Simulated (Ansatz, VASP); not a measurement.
# One calculation of Y2TaN3, two programs

INCAR

```
  ALGO = Normal
  EDIFF = 1E-6
  ENCUT = 520
  GGA = PE
  ISIF = 2
  ISMEAR = 0
  ISPIN = 2
  LASPH = True
  LCHARG = False
  LMAXMIX = 4
  LORBIT = 11
  LREAL = False
  LWAVE = False
  MAGMOM = 0 0 1 0 0 0
  NBANDS = 37
  NELM = 150
  PREC = Accurate
  SIGMA = 0.1
```

KPOINTS

```
k-points
0
Gamma
  3 3 6
```

The input POSCAR:

```
Y2TaN3
1.0
    6.0129293200      0.0000000000      0.0000000000
   -3.0064646600      5.2073495423      0.0000000000
    0.0000000000      0.0000000000      3.0977806502
Y Ta N
2 1 3
Direct
    0.3333333333      0.6666666667      0.0000000000
    0.6666666667      0.3333333333      0.0000000000
    0.0000000000      0.0000000000      0.0000000000
    0.5000000000      0.0000000000      0.5000000000
    0.5000000000      0.5000000000      0.5000000000
    0.0000000000      0.5000000000      0.5000000000
```

Input for Ansatz:

```yaml
crystal:
  lattice:
    - [6.01292932, 0.0, 0.0]
    - [-3.00646466, 5.2073495423, 0.0]
    - [0.0, 0.0, 3.0977806502]
  atoms:
    - { symbol: "Y", position: [0.3333333333, 0.6666666667, 0.0] }
    - { symbol: "Y", position: [0.6666666667, 0.3333333333, 0.0] }
    - { symbol: Ta, position: [0.0, 0.0, 0.0], spin: 1.0 }
    - { symbol: "N", position: [0.5, 0.0, 0.5] }
    - { symbol: "N", position: [0.5, 0.5, 0.5] }
    - { symbol: "N", position: [0.0, 0.5, 0.5] }
basis:
  ecutwfc: 420
kpoints:
  mp_grid: { grid: [3, 3, 6] }
hamiltonian:
  xc: pbe
scf:
  occupations: { method: gaussian, width: 0.1 }
  lower_state_search: "off"
output:
  forces: true
  stress: true
  eigenvalues: true
  populations: true
magnetization:
  spin_polarized: true
```

Change from the starting cell: species swapped into the PrAl2Ni3 type (P6/mmm, No. 191).

Alike in both runs: task single point; functional PBE; k mesh 3 × 3 × 6; occupations gaussian, width 0.1 eV; collinear spin.

```csv
,VASP,Ansatz
version,VASP 6.6.1,Ansatz 0.2.0
potentials or method,"VASP PAW PBE potentials, release 64 (Y_sv, Ta_pv, N), cutoff 520 eV","scalar-relativistic, plane waves, PAW"
valence electrons in the cell,48,50
```

Ansatz gave:

| Quantity | Value |
| --- | --- |
| gap on the k mesh at the Fermi level (eV) | none |
| pressure (GPa) | 0.1 |
| traceless stress, the component that is largest in VASP (GPa) | 0.20 |
| net moment per atom (μB) | 0.00 |
| size of the moment on the site where the two differ most (μB) | 0.50 |

**Question.** What did VASP give for the same quantities?

**Answer.** gap on the k mesh at the Fermi level (eV): none; pressure (GPa): -0.3; traceless stress, the component that is largest in VASP (GPa): 0.05; net moment per atom (μB): 0.00; size of the moment on the site where the two differ most (μB): 0.00.

Site moments also hang on the region over which each program counts them. A gap of «none» marks a metal or a gap that the smearing closes. VASP's potentials hold 48 valence electrons a cell and Ansatz's 50, so a difference there can come from the potentials and not from the codes. Ansatz's warnings: seeded moment not kept.

The k mesh is coarse, so the values compare programs but aren't converged. Spin-orbit coupling is off throughout.
